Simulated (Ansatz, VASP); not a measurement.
# One calculation of FeO, two programs

```
Fe O
1.0
     1.51768    0.87623    2.51579
    -1.51768    0.87623    2.51579
     0.00000   -1.75247    2.51579
Fe O
1 1
Direct
  0.00000 0.00000 0.00000
  0.50000 0.50000 0.50000
```

Alike in both runs: functional LDA; k mesh 11 × 11 × 11; occupations fermi-dirac, width 0.05 eV; collinear spin; Hubbard terms Fe d U = 1.0 eV.

|  | VASP | Ansatz |
| --- | --- | --- |
| version | VASP 6.6.1 | Ansatz 0.2.0 |
| potentials or method | VASP PAW LDA potentials, release 64 (Fe, O) | Ansatz PAW |
| plane-wave cutoff (eV) | 520 | 420 |
| valence electrons in the cell | 14 | 22 |
| task | single point | projected density of states |

|  | VASP | Ansatz | Ansatz less VASP |
| --- | --- | --- | --- |
| gap on the k mesh at the Fermi level (eV) | none | none | - |
| pressure (GPa) | -15.8 | -15.3 | +0.47 |
| traceless stress, the component that is largest in VASP (GPa) | -0.75 | -0.70 | +0.042 |
| net moment per atom (μB) | 2.00 | 2.00 | 0.000 |
| size of the moment on the site where the two differ most (μB) | 3.63 | 3.44 | -0.184 |

LDA's correlation is that of Perdew and Zunger in VASP and of Perdew and Wang (1992) in Ansatz. Site moments also hang on the region over which each program counts them. The programs project onto different local orbitals, so the same U acts differently, and such runs can settle in different states. A gap of «none» marks a metal or a gap that the smearing closes. VASP's potentials hold 14 valence electrons a cell and Ansatz's 22, so a difference there can come from the potentials and not from the codes.

Noted on Ansatz's run: the magnetic or orbital state may not be the lowest.
